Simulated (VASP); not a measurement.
# Mg12F23 (a cell with a defect) in VASP: electric field gradients with PBE

Aim: the electric field gradients of Mg12F23 (a cell with a defect) with PBE.

Everything below comes from runs of VASP 6.6.1. Logs are shortened: lines on timing, memory, paths and dates and some standing lists are left out, and cuts for length are marked.

### 1 The cell of the first run

The cell holds a defect, 35 atoms: a = 6.541 Å, b = 6.541 Å, c = 9.156 Å, α = 90.00°, β = 90.00°, γ = 90.00°.

### 2 Electric field gradients, PBE (atoms taken out)

INCAR

```
SYSTEM = Mg12F23
PREC = Accurate
ENCUT = 520
EDIFF = 1E-8
ISMEAR = -1
SIGMA = 0.01
LREAL = .False.
LASPH = .True.
NELM = 120
ALGO = Normal
ISIF = 2
LWAVE = .False.
LCHARG = .False.
GGA = PE
LEFG = .True.
NELECT = 184.0
NBANDS = 116
GGA_COMPAT = .False.
```

KPOINTS

```
Automatic mesh
0
Gamma
  3 3 2
  0 0 0
```

POSCAR

```
Mg12F23
1.0
    4.6250000000      4.6250000000      0.0000000000
   -4.6250000000      4.6250000000      0.0000000000
    0.0000000000      0.0000000000      9.1560000000
Mg F
12 23
Direct
    0.0000000000      0.0000000000      0.0000000000
    0.0000000000      0.0000000000      0.3333333333
    0.0000000000      0.0000000000      0.6666666667
    0.5000000000      0.5000000000      0.0000000000
    0.5000000000      0.5000000000      0.3333333333
    0.5000000000      0.5000000000      0.6666666667
    0.5000000000      0.0000000000      0.1666666667
    0.5000000000      0.0000000000      0.5000000000
    0.5000000000      0.0000000000      0.8333333333
    0.0000000000      0.5000000000      0.1666666667
    0.0000000000      0.5000000000      0.5000000000
    0.0000000000      0.5000000000      0.8333333333
    0.3030000000      0.0000000000      0.3333333333
    0.3030000000      0.0000000000      0.6666666667
    0.8030000000      0.5000000000      0.0000000000
    0.8030000000      0.5000000000      0.3333333333
    0.8030000000      0.5000000000      0.6666666667
    0.5000000000      0.3030000000      0.1666666667
    0.5000000000      0.3030000000      0.5000000000
    0.5000000000      0.3030000000      0.8333333333
    0.0000000000      0.8030000000      0.1666666667
    0.0000000000      0.8030000000      0.5000000000
    0.0000000000      0.8030000000      0.8333333333
    0.6970000000      0.0000000000      0.0000000000
    0.6970000000      0.0000000000      0.3333333333
    0.6970000000      0.0000000000      0.6666666667
    0.1970000000      0.5000000000      0.0000000000
    0.1970000000      0.5000000000      0.3333333333
    0.1970000000      0.5000000000      0.6666666667
    0.5000000000      0.6970000000      0.1666666667
    0.5000000000      0.6970000000      0.5000000000
    0.5000000000      0.6970000000      0.8333333333
    0.0000000000      0.1970000000      0.1666666667
    0.0000000000      0.1970000000      0.5000000000
    0.0000000000      0.1970000000      0.8333333333
```

Potentials or basis: VASP PAW PBE potentials, release 64 (Mg, F).

The run is started by

```sh
> cat potpaw_PBE.64/Mg/POTCAR potpaw_PBE.64/F/POTCAR > POTCAR
> mpirun -np 1 vasp_std > vasp.out
```

OUTCAR:

```text
SYSTEM = Mg12F23
   PREC = Accurate
   ENCUT = 520
   EDIFF = 1E-8
   ISMEAR = -1
   LREAL = .False.
   LASPH = .True.
   NELM = 120
   ISIF = 2
   GGA = PE
   NELECT = 184.0

 ion  position               nearest neighbor table
   1  0.000  0.000  0.000-  24 1.98  23 2.00  21 2.00  33 2.00  35 2.00   3 3.05   2 3.05   9 3.61
                            10 3.61  12 3.61   7 3.61  10 3.61  12 3.61   7 3.61   9 3.61
   2  0.000  0.000  0.333-  13 1.98  25 1.98  21 2.00  33 2.00  22 2.00  34 2.00   1 3.05   3 3.05
                             7 3.61  10 3.61  10 3.61   7 3.61   8 3.61  11 3.61  11 3.61   8 3.61
   3  0.000  0.000  0.667-  14 1.98  26 1.98  23 2.00  35 2.00  34 2.00  22 2.00   1 3.05   2 3.05
                             9 3.61  12 3.61  12 3.61   9 3.61  11 3.61  11 3.61   8 3.61   8 3.61
   4  0.500  0.500  0.000-  15 1.98  27 1.98  20 2.00  18 2.00  30 2.00  32 2.00   5 3.05   6 3.05
                            10 3.61  12 3.61   7 3.61   9 3.61   7 3.61   9 3.61  10 3.61  12 3.61
   5  0.500  0.500  0.333-  16 1.98  28 1.98  18 2.00  30 2.00  19 2.00  31 2.00   4 3.05   6 3.05
                             7 3.61  10 3.61   7 3.61  10 3.61   8 3.61   8 3.61  11 3.61  11 3.61
   6  0.500  0.500  0.667-  17 1.98  29 1.98  20 2.00  32 2.00  31 2.00  19 2.00   4 3.05   5 3.05
                             9 3.61  12 3.61   9 3.61  12 3.61   8 3.61  11 3.61  11 3.61   8 3.61
   7  0.500  0.000  0.167-  18 1.98  30 1.98  25 2.00  13 2.00  24 2.00   8 3.05   9 3.05   5 3.61
                             2 3.61   5 3.61   2 3.61   4 3.61   1 3.61   1 3.61   4 3.61
   8  0.500  0.000  0.500-  19 1.98  31 1.98  13 2.00  25 2.00  26 2.00  14 2.00   7 3.05   9 3.05
                             2 3.61   3 3.61   5 3.61   6 3.61   5 3.61   6 3.61   2 3.61   3 3.61
   9  0.500  0.000  0.833-  20 1.98  32 1.98  26 2.00  14 2.00  24 2.00   8 3.05   7 3.05   6 3.61
[... 28 lines left out ...]
  34  0.000  0.197  0.500-  11 1.98   3 2.00   2 2.00
  35  0.000  0.197  0.833-  12 1.98   3 2.00   1 2.00

  LATTYP: Found a simple tetragonal cell.
 ALAT       =     6.5407377260
 C/A-ratio  =     1.3998420948

  Lattice vectors:

 A1 = (   4.6250000000,   4.6250000000,   0.0000000000)
 A2 = (  -4.6250000000,   4.6250000000,   0.0000000000)
 A3 = (   0.0000000000,   0.0000000000,   9.1560000000)

Analysis of symmetry for initial positions (statically):
=====================================================================
 Subroutine PRICEL returns:
 Original cell was already a primitive cell.

 Routine SETGRP: Setting up the symmetry group for a
 simple tetragonal supercell.

 Subroutine GETGRP returns: Found  4 space group operations
 (whereof  4 operations were pure point group operations)
 out of a pool of 16 trial point group operations.

The static configuration has the point symmetry C_2v.

Analysis of symmetry for dynamics (positions and initial velocities):
=====================================================================
 Subroutine PRICEL returns:
 Original cell was already a primitive cell.

 Routine SETGRP: Setting up the symmetry group for a
 simple tetragonal supercell.

 Subroutine GETGRP returns: Found  4 space group operations
 (whereof  4 operations were pure point group operations)
 out of a pool of 16 trial point group operations.

The dynamic configuration has the point symmetry C_2v.

 Subroutine INISYM returns: Found  4 space group operations
 (whereof  4 operations are pure point group operations),
 and found     1 'primitive' translations

----------------------------------------------------------------------------------------

                                     Primitive cell

  volume of cell :     391.7051

  direct lattice vectors                    reciprocal lattice vectors
     4.625000000  4.625000000  0.000000000     0.108108108  0.108108108  0.000000000
    -4.625000000  4.625000000  0.000000000    -0.108108108  0.108108108  0.000000000
     0.000000000  0.000000000  9.156000000     0.000000000  0.000000000  0.109217999

  length of vectors
     6.540737726  6.540737726  9.156000000     0.152887953  0.152887953  0.109217999

  position of ions in fractional coordinates (direct lattice)
[... 138 lines left out ...]
   PSTRESS=    0.0 pullay stress
   NELECT =     184.0000    total number of electrons
   NUPDOWN=      -1.0000    fix difference up-down
   EMIN   =  10.00;   EMAX   =-10.00  energy-range for DOS
   EFERMI =   0.00;   METHOD = LEGACY
   ISMEAR =    -1;   SIGMA  =   0.01  broadening in eV -4-tet -1-fermi 0-gaus
   EFERMI_NEDOS =   21; number of points for ismear=-14 and -15
   IALGO  =     38    algorithm
   IMIX   =      4    mixing-type and parameters
     AMIX     =   0.40;   BMIX     =  1.00
     AMIX_MAG =   1.60;   BMIX_MAG =  1.00
  volume/ion in A,a.u.               =      11.19        75.52
  Fermi-wavevector in a.u.,A,eV,Ry     =   1.272607  2.404879 22.035029  1.619529
  Thomas-Fermi vector in A             =   2.405476
   LORBIT       =      0    0 simple, 1 ext, 2 COOP (PROOUT), +10 PAW based schemes
   GGA     = PE    functional components
   LHFCALC =     F    Hartree Fock is set to
   AEXX    =    0.0000 exact exchange contribution
   IVDW    =     0    specifies the selected vdW correction
   LEPSILON=     F    determine dielectric tensor
   LRPA    =     F    only Hartree local field effects (RPA)
 non-spin polarized calculation
  energy-cutoff  :      520.00
  volume of cell :      391.71
 maximum number of plane-waves:     10578
 NGX is ok and might be reduce to    50
   NGX = 25   NGY = 25   NGZ = 35

 number of electron     183.9999968 magnetization

 Free energy of the ion-electron system (eV)
  ---------------------------------------------------
  ext. energy  EPLUGINS =         0.00000000
  ---------------------------------------------------
  free energy    TOTEN  =      -183.65216761 eV

  energy without entropy =     -183.65216761  energy(sigma->0) =     -183.65216761

 E-fermi :  -0.6484     XC(G=0):  -9.5364

 val. band max:       -0.9522486387   @ k =   0.0000   0.0000   0.0000
 cond. band min:       2.9801040306   @ k =   0.0000   0.0000   0.0000
 fundamental gap:      3.9323526693
 Fermi energy:        -0.6484202931

 k-point     1 :       0.0000    0.0000    0.0000
  band No.  band energies     occupation
      1     -22.3683      2.00000
      2     -22.0018      2.00000
      3     -21.8814      2.00000
      4     -21.8592      2.00000
      5     -21.7665      2.00000
      6     -21.6091      2.00000
[... 845 lines left out ...]
    103      10.6849      0.00000
    104      11.1778      0.00000
 [bands above 104 left out]

------------------------ aborting loop because EDIFF is reached ----------------------------------------

  FORCE on cell =-STRESS in cart. coord.  units (eV):
  Direction    XX          YY          ZZ          XY          YZ          ZX
  --------------------------------------------------------------------------------------
  -------------------------------------------------------------------------------------
  Total        0.1427901      0.1427901      2.3082531      1.1334663      0.0000000      0.0000000
  in kB        0.5840490      0.5840490      9.4413643      4.6361762      0.0000000      0.0000000
  external PRESSURE =       3.5364875 kB  Pullay stress =       0.0000000 kB

 VOLUME and BASIS-vectors are now :
 -----------------------------------------------------------------------------
  energy-cutoff  :      520.00
  volume of cell :      391.71
      direct lattice vectors                 reciprocal lattice vectors
     4.625000000  4.625000000  0.000000000     0.108108108  0.108108108  0.000000000
    -4.625000000  4.625000000  0.000000000    -0.108108108  0.108108108  0.000000000
     0.000000000  0.000000000  9.156000000     0.000000000  0.000000000  0.109217999

 POSITION                                       TOTAL-FORCE (eV/Angst)
 -----------------------------------------------------------------------------------
      0.00000      0.00000      0.00000        -1.319060     -1.319060      0.000000
      0.00000      0.00000      3.05200        -0.149632     -0.149632      0.752267
      0.00000      0.00000      6.10400        -0.149632     -0.149632     -0.752267
      0.00000      4.62500      0.00000         0.208571      0.208571      0.000000
      0.00000      4.62500      3.05200         0.016710      0.016710      0.654087
      0.00000      4.62500      6.10400         0.016710      0.016710     -0.654087
[... 27 lines left out ...]
     -0.91113      0.91113      4.57800         0.043651      0.009535      0.000000
     -0.91113      0.91113      7.63000         0.640866      0.037498      0.653144
 -----------------------------------------------------------------------------------
    total drift:                                0.000084      0.000084     -0.000000

  FREE ENERGIE OF THE ION-ELECTRON SYSTEM (eV)
  ---------------------------------------------------
  free  energy   TOTEN  =      -183.6521676061 eV

  energy  without entropy=     -183.6521676061  energy(sigma->0) =     -183.65216761

 Electric field gradients (V/A^2)
---------------------------------------------------------------------
 ion       V_xx      V_yy      V_zz      V_xy      V_xz      V_yz
---------------------------------------------------------------------
   1       8.032     8.032   -16.064    11.853     0.000    -0.000
   2       2.373     2.373    -4.746    -4.279     0.049     0.049
   3       2.373     2.373    -4.746    -4.279    -0.049    -0.049
   4       2.058     2.058    -4.116    -4.315     0.000    -0.000
   5       1.913     1.913    -3.827    -5.069    -0.076    -0.076
   6       1.913     1.913    -3.827    -5.069     0.076     0.076
[... 27 lines left out ...]
  34      -9.064   -10.218    19.282   -39.805     0.000    -0.000
  35       3.357   -17.810    14.453   -33.173    16.606     2.849
---------------------------------------------------------------------

 Electric field gradients after diagonalization (V/A^2)
 (convention: |V_zz| > |V_xx| > |V_yy|)
----------------------------------------------------------------------
 ion       V_xx      V_yy      V_zz     asymmetry (V_yy - V_xx)/ V_zz
----------------------------------------------------------------------
   1     -16.064    -3.821    19.885       0.616
   2      -4.747    -1.905     6.652       0.427
   3      -4.747    -1.905     6.652       0.427
   4      -4.116    -2.257     6.373       0.292
   5      -3.843    -3.139     6.983       0.101
   6      -3.843    -3.139     6.983       0.101
[... 27 lines left out ...]
  34      30.169    19.282   -49.450       0.220
  35      34.979     9.629   -44.608       0.568
----------------------------------------------------------------------

           NMR quadrupolar parameters

 Cq : quadrupolar parameter    Cq=e*Q*V_zz/h
 eta: asymmetry parameters     (V_yy - V_xx)/ V_zz
 Q  : nuclear electric quadrupole moment in mb (millibarn)
----------------------------------------------------------------------
 ion       Cq(MHz)       eta       Q (mb)
----------------------------------------------------------------------
   1       0.048       0.616       1.000
   2       0.016       0.427       1.000
   3       0.016       0.427       1.000
   4       0.015       0.292       1.000
   5       0.017       0.101       1.000
   6       0.017       0.101       1.000
[... 27 lines left out ...]
  34      -0.120       0.220       1.000
  35      -0.108       0.568       1.000
----------------------------------------------------------------------
```

It took 22 min on 1 thread of Intel Xeon 8259CL, shared host; peak memory 0.55 GiB.

Results:

```yaml
Free_energy: -183.6522 eV
Largest_force: 2.605 eV/Å
Largest_electric_field_gradient_by_atom: Mg +19.9, +6.7, +6.4, +7.0, +19.6, +7.3, -5.8 (each value once); F -57.1, -46.0, -48.3, -54.2, -50.5, -44.6, -49.5, +74.2, -51.2, -35.8, -47.9 (each value once) V/Å²
```

Forces on the atoms (eV/Å):
```
Mg  -1.319 -1.319  0.000
Mg  -0.150 -0.150  0.752
Mg  -0.150 -0.150 -0.752
Mg   0.209  0.209  0.000
Mg   0.017  0.017  0.654
Mg   0.017  0.017 -0.654
Mg   1.002  1.002  2.186
Mg   0.136  0.136  0.000
Mg   1.002  1.002 -2.186
Mg  -0.102 -0.102  0.442
Mg  -0.018 -0.018  0.000
Mg  -0.102 -0.102 -0.442
F   -0.028 -0.028 -0.691
F   -0.028 -0.028  0.691
F   -0.030 -0.030  0.000
F   -0.041 -0.041 -0.252
F   -0.041 -0.041  0.252
F    0.218 -0.675 -0.607
F    0.046 -0.085  0.000
F    0.218 -0.675  0.607
F    0.037  0.641 -0.653
F    0.010  0.044  0.000
F    0.037  0.641  0.653
F   -0.973 -0.973  0.000
F   -0.030 -0.030 -0.334
F   -0.030 -0.030  0.334
F    0.113  0.113  0.000
F    0.045  0.045 -0.256
F    0.045  0.045  0.256
F   -0.675  0.218 -0.607
F   -0.085  0.046  0.000
F   -0.675  0.218  0.607
F    0.641  0.037 -0.653
F    0.044  0.010  0.000
F    0.641  0.037  0.653
```

Electric field gradients, principal values (V/Å²):
| atom | least | middle | greatest (by size) |
| --- | --- | --- | --- |
| 1 Mg | -3.821 | -16.064 | 19.885 |
| 2 Mg | -1.905 | -4.747 | 6.652 |
| 3 Mg | -1.905 | -4.747 | 6.652 |
| 4 Mg | -2.257 | -4.116 | 6.373 |
| 5 Mg | -3.139 | -3.843 | 6.983 |
| 6 Mg | -3.139 | -3.843 | 6.983 |
| 7 Mg | -8.953 | -10.658 | 19.611 |
| 8 Mg | -3.275 | -4.062 | 7.337 |
| 9 Mg | -8.953 | -10.658 | 19.611 |
| 10 Mg | 0.350 | 5.465 | -5.815 |
| 11 Mg | -2.207 | -4.517 | 6.723 |
| 12 Mg | 0.350 | 5.465 | -5.815 |
| 13 F | 23.544 | 33.601 | -57.145 |
| 14 F | 23.544 | 33.601 | -57.145 |
| 15 F | 12.659 | 33.382 | -46.041 |
| 16 F | 16.372 | 31.904 | -48.276 |
| 17 F | 16.372 | 31.904 | -48.276 |
| 18 F | 7.616 | 46.622 | -54.238 |
| 19 F | 19.033 | 31.417 | -50.450 |
| 20 F | 7.616 | 46.622 | -54.238 |
| 21 F | 9.629 | 34.979 | -44.608 |
| 22 F | 19.282 | 30.169 | -49.450 |
| 23 F | 9.629 | 34.979 | -44.608 |
| 24 F | -5.635 | -68.611 | 74.246 |
| 25 F | 18.641 | 32.525 | -51.166 |
| 26 F | 18.641 | 32.525 | -51.166 |
| 27 F | 8.091 | 27.703 | -35.795 |
| 28 F | 16.881 | 31.048 | -47.928 |
| 29 F | 16.881 | 31.048 | -47.928 |
| 30 F | 7.616 | 46.622 | -54.238 |
| 31 F | 19.033 | 31.417 | -50.450 |
| 32 F | 7.616 | 46.622 | -54.238 |
| 33 F | 9.629 | 34.979 | -44.608 |
| 34 F | 19.282 | 30.169 | -49.450 |
| 35 F | 9.629 | 34.979 | -44.608 |

Caveat: the cell carries a net charge on a neutralising background, which shifts energy and pressure; the cell differs from its parent crystal (atoms taken out); the cell is charged against a uniform background, so pressure and absolute levels hang on convention; without QUAD_EFG the Cq values of the log hold for a quadrupole moment of 1 mb, not for the nuclei.
